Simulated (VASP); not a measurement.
Input of a VASP 6.6.1 run:

The input INCAR:

```
  PREC = Accurate
  ENCUT = 500
  EDIFF = 1E-7
  ISMEAR = -1
  SIGMA = 0.05
  LREAL = False
  LASPH = True
  NELM = 120
  ALGO = Normal
  ISIF = 3
  LWAVE = False
  LCHARG = False
  GGA = PE
  IBRION = 2
  NSW = 80
  EDIFFG = -0.01
  GGA_COMPAT = False
  NELMIN = 4
```

KPOINTS

```
regular mesh
0
Gamma
  3 3 3
```

POSCAR

```
Ge
1.0
    5.9300000000      0.0000000000      0.0000000000
    0.0000000000      5.9300000000      0.0000000000
    0.0000000000      0.0000000000      6.9800000000
Ge
12
Direct
    0.0912000000      0.0912000000      0.0000000000
    0.4088000000      0.5912000000      0.7500000000
    0.9088000000      0.9088000000      0.5000000000
    0.5912000000      0.4088000000      0.2500000000
    0.1730000000      0.3784000000      0.2486000000
    0.1216000000      0.6730000000      0.9986000000
    0.8270000000      0.6216000000      0.7486000000
    0.8784000000      0.3270000000      0.4986000000
    0.6730000000      0.1216000000      0.0014000000
    0.6216000000      0.8270000000      0.2514000000
    0.3270000000      0.8784000000      0.5014000000
    0.3784000000      0.1730000000      0.7514000000
```

Potentials or basis: VASP PAW PBE potentials, release 64 (Ge_d).

Run with:

```sh
$ cat potpaw_PBE.64/Ge_d/POTCAR > POTCAR
$ mpirun -np 1 vasp_std > vasp.out
```

(1) What does it give for the space group after relaxing (to 0.1 Å)?

(2) Predict the relaxed cell.

## Answers

(1) P4_32_12 (No. 96).

(2) a = 5.997 Å, b = 5.997 Å, c = 7.149 Å, α = 90.00°, β = 90.00°, γ = 90.00°.
